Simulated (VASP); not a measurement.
# In2As2F in VASP: notebook

In2As2F is run at these levels: PBE+D3(BJ); tasks: single point.

Program: VASP 6.6.1. These are calculated values, not measurements. Logs are shortened: lines on timing, memory, paths and dates and some standing lists are left out, and cuts for length are marked.

## Step 1: The cell of the first run

The cell holds a slab with vacuum, 5 atoms: a = 4.322 Å, b = 4.322 Å, c = 21.739 Å, α = 90.00°, β = 90.00°, γ = 120.00°.

## Step 2: Single point, PBE+D3(BJ)

INCAR reads:

```
ALGO     = Normal         # electronic algorithm
DIPOL    = 0.5 0.5 0.331
EDIFF    = 1E-6           # SCF threshold, eV
ENCUT    = 520            # plane-wave cutoff, eV
GGA      = PE             # functional
IDIPOL   = 3            
ISIF     = 2              # what is computed and relaxed
ISMEAR   = 0              # smearing method
IVDW     = 12             # dispersion correction
LASPH    = T              # aspherical terms in the spheres
LCHARG   = F              # write CHGCAR
LDIPOL   = T            
LREAL    = F              # projectors in reciprocal space
LWAVE    = F              # write WAVECAR
NBANDS   = 30             # bands
NELM     = 100            # most SCF steps
PREC     = Accurate       # precision mode
SIGMA    = 0.1            # smearing width, eV
```

KPOINTS reads:

```
k-points
0
Gamma
  6 6 1
```

POSCAR reads:

```
In2As2F
1.0
    4.3220706728      0.0000000000      0.0000000000
   -2.1610353364      3.7430229996      0.0000000000
    0.0000000000      0.0000000000     21.7386927254
As In F
2 2 1
Direct
    0.0000000000      0.0000000000      0.1840037048
    0.3333333333      0.6666666667      0.3557112061
    0.3333333333      0.6666666667      0.2245875152
    0.6666666667      0.3333333333      0.3881876814
    0.8888888889      0.7777777778      0.5031899969
```

Potentials or basis: VASP PAW PBE potentials, release 64 (As, In_d, F).

Launch:

```
$ cat potpaw_PBE.64/As/POTCAR potpaw_PBE.64/In_d/POTCAR potpaw_PBE.64/F/POTCAR > POTCAR
$ mpirun -np 1 vasp_std > vasp.out
```

OUTCAR:

```text
EDIFF = 1E-6
   ENCUT = 520
   GGA = PE
   ISIF = 2
   ISMEAR = 0
   IVDW = 12
   LASPH = T
   LREAL = F
   NELM = 100
   PREC = Accurate
 IVDW          = 12

 ion  position               nearest neighbor table
   1  0.000  0.000  0.184-   3 2.65   3 2.65   3 2.65
   2  0.333  0.667  0.356-   4 2.59   4 2.59   4 2.59   3 2.85
   3  0.333  0.667  0.225-   1 2.65   1 2.65   1 2.65   2 2.85
   4  0.667  0.333  0.388-   2 2.59   2 2.59   2 2.59
   5  0.889  0.778  0.503-

  LATTYP: Found a hexagonal cell.
 ALAT       =     4.3220706728
 C/A-ratio  =     5.0296939525

  Lattice vectors:

 A1 = (   4.3220706728,   0.0000000000,   0.0000000000)
 A2 = (  -2.1610353364,   3.7430229996,   0.0000000000)
 A3 = (   0.0000000000,   0.0000000000,  21.7386927254)

Analysis of symmetry for initial positions (statically):
=====================================================================
 Subroutine PRICEL returns:
 Original cell was already a primitive cell.

 Routine SETGRP: Setting up the symmetry group for a
 hexagonal supercell.

 Subroutine GETGRP returns: Found  2 space group operations
 (whereof  2 operations were pure point group operations)
 out of a pool of 24 trial point group operations.

The static configuration has the point symmetry C_1h.

Analysis of symmetry for dynamics (positions and initial velocities):
=====================================================================
 Subroutine PRICEL returns:
 Original cell was already a primitive cell.

 Routine SETGRP: Setting up the symmetry group for a
 hexagonal supercell.

 Subroutine GETGRP returns: Found  2 space group operations
 (whereof  2 operations were pure point group operations)
 out of a pool of 24 trial point group operations.

The dynamic configuration has the point symmetry C_1h.

 Subroutine INISYM returns: Found  2 space group operations
 (whereof  2 operations are pure point group operations),
 and found     1 'primitive' translations

----------------------------------------------------------------------------------------

                                     Primitive cell

  volume of cell :     351.6801

  direct lattice vectors                    reciprocal lattice vectors
     4.322070673  0.000000000  0.000000000     0.231370580  0.133581867  0.000000000
    -2.161035336  3.743023000  0.000000000     0.000000000  0.267163734  0.000000000
[... 85 lines left out ...]
   ISIF   =      2    stress and relaxation
   ISYM   =      2    0-nonsym 1-usesym 2-fastsym
   POTIM  = 0.5000    time-step for ionic-motion
   TEBEG  =    0.0;   TEEND  =   0.0 temperature during run
   PSTRESS=    0.0 pullay stress
   NELECT =      43.0000    total number of electrons
   NUPDOWN=      -1.0000    fix difference up-down
   EMIN   =  10.00;   EMAX   =-10.00  energy-range for DOS
   EFERMI =   0.00;   METHOD = LEGACY
   ISMEAR =     0;   SIGMA  =   0.10  broadening in eV -4-tet -1-fermi 0-gaus
   EFERMI_NEDOS =   21; number of points for ismear=-14 and -15
   IALGO  =     38    algorithm
   IMIX   =      4    mixing-type and parameters
     AMIX     =   0.40;   BMIX     =  1.00
     AMIX_MAG =   1.60;   BMIX_MAG =  1.00
  volume/ion in A,a.u.               =      70.34       474.65
  Fermi-wavevector in a.u.,A,eV,Ry     =   0.812547  1.535491  8.983006  0.660232
  Thomas-Fermi vector in A             =   1.922109
   LORBIT       =      0    0 simple, 1 ext, 2 COOP (PROOUT), +10 PAW based schemes
   GGA     = PE    functional components
   LHFCALC =     F    Hartree Fock is set to
   AEXX    =    0.0000 exact exchange contribution
   IVDW    =    12    specifies the selected vdW correction
   LEPSILON=     F    determine dielectric tensor
   LRPA    =     F    only Hartree local field effects (RPA)
 non-spin polarized calculation
 Gauss-broadening in eV      SIGMA  =   0.10
  energy-cutoff  :      520.00
  volume of cell :      351.68
 maximum number of plane-waves:      9486
   NGX = 17   NGY = 17   NGZ = 81

 number of electron      42.9999999 magnetization

 dipolmoment           0.000000      0.000000      0.405074 electrons x Angstroem

 Free energy of the ion-electron system (eV)
  ---------------------------------------------------
  ext. energy  EPLUGINS =         0.00000000
  ---------------------------------------------------
  free energy    TOTEN  =       -16.42039124 eV

  energy without entropy =      -16.35691571  energy(sigma->0) =      -16.38865347

 E-fermi :  -3.9906     XC(G=0):  -3.8917

 val. band max:       -3.9907756050   @ k =   0.0000   0.3333   0.0000
 cond. band min:      -3.9791750141   @ k =   0.0000   0.1667   0.0000
 fundamental gap:      0.0116005909
 Fermi energy:        -3.9906396287

 k-point     1 :       0.0000    0.0000    0.0000
  band No.  band energies     occupation
      1     -22.8020      2.00000
      2     -18.2168      2.00000
      3     -18.1646      2.00000
      4     -18.1360      2.00000
      5     -18.0644      2.00000
      6     -18.0494      2.00000
[... 418 lines left out ...]
     29       3.1777      0.00000
     30       3.3828      0.00000

------------------------ aborting loop because EDIFF is reached ----------------------------------------

 vacuum level on the upper side and lower side of the slab       (xc-potential included)         2.192        -2.229

 Edisp (eV)   -0.88980

 E8    (eV) :    -0.4209

  FORCE on cell =-STRESS in cart. coord.  units (eV):
  Direction    XX          YY          ZZ          XY          YZ          ZX
  --------------------------------------------------------------------------------------
  -------------------------------------------------------------------------------------
  Total       0.37399    -0.86025    -5.02560     0.00000    -1.14210     0.00000
  in kB       1.70382    -3.91911   -22.89552     0.00000    -5.20317     0.00000
  external pressure =       -8.37 kB  Pullay stress =        0.00 kB

 VOLUME and BASIS-vectors are now :
 -----------------------------------------------------------------------------
  energy-cutoff  :      520.00
  volume of cell :      351.68
      direct lattice vectors                 reciprocal lattice vectors
     4.322070673  0.000000000  0.000000000     0.231370580  0.133581867  0.000000000
    -2.161035336  3.743023000  0.000000000     0.000000000  0.267163734  0.000000000
     0.000000000  0.000000000 21.738692725     0.000000000  0.000000000  0.046000926

 POSITION                                       TOTAL-FORCE (eV/Angst)
 -----------------------------------------------------------------------------------
      0.00000      0.00000      4.00000         0.000000      0.004212      0.001139
     -0.00000      2.49535      7.73270         0.000000      0.004272     -0.481863
     -0.00000      2.49535      4.88224         0.000000     -0.001997      0.417543
      2.16104      1.24767      8.43869        -0.000000      0.443336      1.603789
      2.16104      2.91124     10.93869         0.000000     -0.449822     -1.540608
 -----------------------------------------------------------------------------------
    total drift:                                0.000001      0.001312     -0.001223

  FREE ENERGIE OF THE ION-ELECTRON SYSTEM (eV)
  ---------------------------------------------------
  free  energy   TOTEN  =       -17.3101931475 eV

  energy  without entropy=      -17.2467176187  energy(sigma->0) =      -17.27845538

 vacuum level on the upper side and lower side of the slab         6.109         1.576
```

OSZICAR:

```text
N       E                     dE             d eps       ncg     rms          rms(c)
DAV:   1     0.370204487913E+03    0.37020E+03   -0.17258E+04   796   0.117E+03
DAV:   2     0.298663985865E+02   -0.34034E+03   -0.33091E+03   966   0.300E+02
DAV:   3    -0.179927558703E+02   -0.47859E+02   -0.47347E+02   980   0.135E+02
[... 22 lines left out ...]
DAV:  26    -0.164203725205E+02   -0.10388E-04   -0.27620E-05   778   0.122E-02    0.187E-02
DAV:  27    -0.164203857717E+02   -0.13251E-04   -0.81161E-06   792   0.721E-03    0.336E-02
DAV:  28    -0.164203872897E+02   -0.15180E-05   -0.28144E-05   666   0.647E-03    0.395E-03
DAV:  29    -0.164203919971E+02   -0.47074E-05   -0.22015E-06   684   0.516E-03    0.122E-02
DAV:  30    -0.164203912378E+02    0.75937E-06   -0.19744E-06   594   0.312E-03
   1 F= -.17310193E+02 E0= -.17278455E+02  d E =-.634755E-01
```

stdout:

```text
POSCAR found type information on POSCAR AsInF
 POSCAR found :  3 types and       5 ions
 scaLAPACK will be used
 LDA part: xc-table for (Slater+PW92), standard interpolation
 POSCAR, INCAR and KPOINTS ok, starting setup
 FFT: planning ... GRIDC
 FFT: planning ... GRID_SOFT
 FFT: planning ... GRID
 WAVECAR not read
 entering main loop
```

Run time: 2.7 min. Hardware: 1 thread of Intel Xeon 6975P-C (Granite Rapids), shared host; peak memory 0.46 GiB.

Results:

```yaml
Free_energy: -17.3102 eV
Largest_force: 1.664 eV/Å
Dispersion_energy_per_atom: -0.178 eV
```

Forces on the atoms (eV/Å):
```
As   0.000  0.004  0.001
As   0.000  0.004 -0.482
In   0.000 -0.002  0.418
In   0.000  0.443  1.604
F    0.000 -0.450 -1.541
```

Caveat: spin-orbit coupling is left out, which moves the levels of the heavy elements; an odd number of electrons without spin polarisation forces a metal; a magnetic or distorted state may lie lower.

## Step 3: Single point, PBE+D3(BJ)

INCAR reads:

```
  ALGO = Normal
  DIPOL = 0.5 0.5 0.331
  EDIFF = 1E-6
  ENCUT = 520
  GGA = PE
  IDIPOL = 3
  ISIF = 2
  ISMEAR = 0
  IVDW = 12
  LASPH = T
  LCHARG = F
  LDIPOL = T
  LREAL = F
  LWAVE = F
  NBANDS = 30
  NELM = 100
  PREC = Accurate
  SIGMA = 0.1
```

KPOINTS is that of step 2.

POSCAR: that of step 2 with these lines changed.

```diff
@@ -12,2 +12,2 @@
     0.6666666667      0.3333333333      0.3881876814
-    0.8888888889      0.7777777778      0.5031899969
+    1.1111111111      0.5555555556      0.5031899969
```

Potentials or basis: VASP PAW PBE potentials, release 64 (As, In_d, F).

Launch:

```
$ cat potpaw_PBE.64/As/POTCAR potpaw_PBE.64/In_d/POTCAR potpaw_PBE.64/F/POTCAR > POTCAR
$ mpirun -np 1 vasp_std > vasp.out
```

Run time: 3 min. Hardware: 1 thread of Intel Xeon 6975P-C (Granite Rapids), shared host; peak memory 0.46 GiB.

It converged, with:

```
Free energy                : -17.3299 eV
Largest force              : 1.700 eV/Å
Dispersion energy per atom : -0.178 eV
```

Forces on the atoms (eV/Å):
```
As   0.003  0.002  0.061
As   0.066  0.038 -0.353
In   0.002  0.001  0.328
In   0.322  0.186  1.602
F   -0.392 -0.227 -1.638
```

Levels at points of the mesh, in eV from the Fermi level:
| k point | band 18 | band 19 | band 20 | band 21 | band 22 | band 23 | band 24 | band 25 | band 26 | band 27 |
| --- | --- | --- | --- | --- | --- | --- | --- | --- | --- | --- |
| (0.00, 0.00, 0.00) | -0.24 | -0.12 | -0.07 | 0.23 | 0.24 | 0.83 | 1.34 | 3.98 | 4.70 | 4.73 |
| (0.50, 0.00, 0.00) | -0.91 | -0.65 | -0.48 | -0.17 | -0.09 | 1.74 | 2.40 | 3.08 | 3.97 | 6.35 |
| (0.00, 0.50, 0.00) | -0.92 | -0.71 | -0.30 | -0.17 | -0.14 | 1.78 | 2.41 | 2.91 | 4.03 | 6.36 |

Caveat: spin-orbit coupling is left out, which moves the levels of the heavy elements; an odd number of electrons without spin polarisation forces a metal; a magnetic or distorted state may lie lower.

## Step 4: Single point, PBE+D3(BJ)

INCAR reads:

```
PREC = Accurate
ENCUT = 520
EDIFF = 1E-6
ISMEAR = 0
SIGMA = 0.1
LREAL = F
LASPH = T
NELM = 80
ALGO = Normal
ISIF = 2
LWAVE = F
LCHARG = F
LDIPOL = T
IDIPOL = 3
DIPOL = 0.5 0.5 0.331
GGA = PE
IVDW = 12
NBANDS = 30
```

KPOINTS reads:

```
regular mesh
0
Gamma
  6 6 1
```

POSCAR: that of step 3 with these lines changed.

```diff
@@ -12,2 +12,2 @@
     0.6666666667      0.3333333333      0.3881876814
-    1.1111111111      0.5555555556      0.5031899969
+    1.1111111111      1.2222222222      0.5031899969
```

Launch:

```
$ cat potpaw_PBE.64/As/POTCAR potpaw_PBE.64/In_d/POTCAR potpaw_PBE.64/F/POTCAR > POTCAR
$ mpirun -np 1 vasp_std > vasp.out
```

Wall time 2.5 min (1 thread of Intel Xeon 6975P-C (Granite Rapids), shared host); peak memory 0.45 GiB.

Results (log left out):

```
Free energy                : -17.2009 eV
Largest force              : 1.397 eV/Å
Dispersion energy per atom : -0.178 eV
```

Forces in eV/Å, atoms in the order of the input:
```
As   0.000  0.000  0.017
As   0.000  0.038 -0.405
In   0.000 -0.001  0.372
In   0.000 -0.129  1.391
F    0.000  0.092 -1.375
```

Levels at points of the mesh, in eV from the Fermi level:
```csv
k point,band 18,band 19,band 20,band 21,band 22,band 23,band 24,band 25,band 26,band 27
"(0.00, 0.00, 0.00)",-0.14,-0.09,-0.06,0.25,0.25,0.85,1.35,3.97,4.76,4.80
"(0.50, 0.00, 0.00)",-0.88,-0.59,-0.29,-0.14,-0.12,1.81,2.45,3.00,3.99,6.39
"(0.00, 0.50, 0.00)",-0.88,-0.59,-0.25,-0.15,-0.13,1.73,2.48,2.97,4.06,6.40
```

Caveat: spin-orbit coupling is left out, which moves the levels of the heavy elements; an odd number of electrons without spin polarisation forces a metal; a magnetic or distorted state may lie lower.
